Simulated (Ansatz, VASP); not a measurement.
# Rh: VASP beside Ansatz

INCAR

```
PREC = Accurate
ENCUT = 530
EDIFF = 1E-6
ISMEAR = 0
SIGMA = 0.05
LREAL = F
LASPH = T
NELM = 120
ALGO = Normal
ISIF = 2
LWAVE = F
LCHARG = F
NBANDS = 14
GGA_COMPAT = F
```

Contents of KPOINTS:

```
regular mesh
0
Gamma
  18 18 18
```

File POSCAR:

```
Rh
1.0
    0.0000000000      1.8537023445      1.8537023445
    1.8537023445      0.0000000000      1.8537023445
    1.8537023445      1.8537023445      0.0000000000
Rh
1
Direct
    0.0000000000      0.0000000000      0.0000000000
```

Input for Ansatz:

```yaml
crystal:
  lattice:
    - [0.0, 1.8537023445, 1.8537023445]
    - [1.8537023445, 0.0, 1.8537023445]
    - [1.8537023445, 1.8537023445, 0.0]
  atoms:
    - { symbol: Rh, position: [0.0, 0.0, 0.0] }
basis:
  ecutwfc: 420
  ecutrho_ratio: 4
kpoints:
  mp_grid: { grid: [18, 18, 18] }
hamiltonian:
  xc: lda
scf:
  occupations: { method: gaussian, width: 0.05 }
output:
  forces: true
  stress: true
  eigenvalues: true
```

Alike in both runs: task single point; functional LDA; k mesh 18 × 18 × 18; occupations gaussian, width 0.05 eV; no spin polarisation.

|  | VASP | Ansatz |
| --- | --- | --- |
| version | VASP 6.6.1 | Ansatz 0.2.0 |
| potentials or method | VASP PAW LDA potentials, release 64 (Rh_sv_GW), cutoff 530 eV | scalar-relativistic, plane waves, PAW |
| valence electrons in the cell | 17 | 17 |

```tsv
	VASP	Ansatz	Ansatz less VASP
pressure (GPa)	11.0	12.9	+1.97
```

LDA's correlation is that of Perdew and Zunger in VASP and of Perdew and Wang (1992) in Ansatz.
